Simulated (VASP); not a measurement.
Set up this calculation in VASP 6.6.1, as the native input.

- Task: single point
- Functional: PBEsol
- Potentials or basis: VASP PAW PBE potentials, release 64 (Mg, O)
- Cutoff: 520 eV
- k mesh: 10 × 10 × 10
- Occupations: gaussian, width 0.05 eV
- Spin: no spin polarisation
- Dipole correction: no
- Further INCAR settings: ALGO = Normal; EDIFF = 1e-06; NBANDS = 11

The structure of MgO (Periclase) lies in POSCAR:

```
MgO
1.0
    0.0000000000      2.1070570934      2.1070570934
    2.1070570934      0.0000000000      2.1070570934
    2.1070570934      2.1070570934      0.0000000000
Mg O
1 1
Direct
    0.0000000000      0.0000000000      0.0000000000
    0.5000000000      0.5000000000      0.5000000000
```

These files were run (other wordings do the same):

INCAR

```
SYSTEM = MgO
  ALGO = Normal
  EDIFF = 1E-6
  ENCUT = 520
  GGA = PS
  ISIF = 2
  ISMEAR = 0
  LASPH = .TRUE.
  LCHARG = .TRUE.
  LELF = .TRUE.
  LREAL = .FALSE.
  LVHAR = .TRUE.
  LWAVE = .FALSE.
  NBANDS = 11
  NELM = 80
  PREC = Accurate
  SIGMA = 0.05
```

KPOINTS

```
k-points
0
G
  10 10 10
  0 0 0
```

Potentials or basis: VASP PAW PBE potentials, release 64 (Mg, O).

Run with:

```bash
$ cat potpaw_PBE.64/Mg/POTCAR potpaw_PBE.64/O/POTCAR > POTCAR
$ mpirun -np 1 vasp_std > vasp.out
```

Results of the run:

```
Pressure               : -0.5 GPa
Band gap on the k mesh : 4.62 eV, direct
```

Caveat: the PAW data sets were made with another functional, which shifts forces and pressure a little.

Wall time 18 s on 1 thread of AMD EPYC 7R43 64-Core Processor (Zen 3) (shared host), peak memory 0.11 GiB.
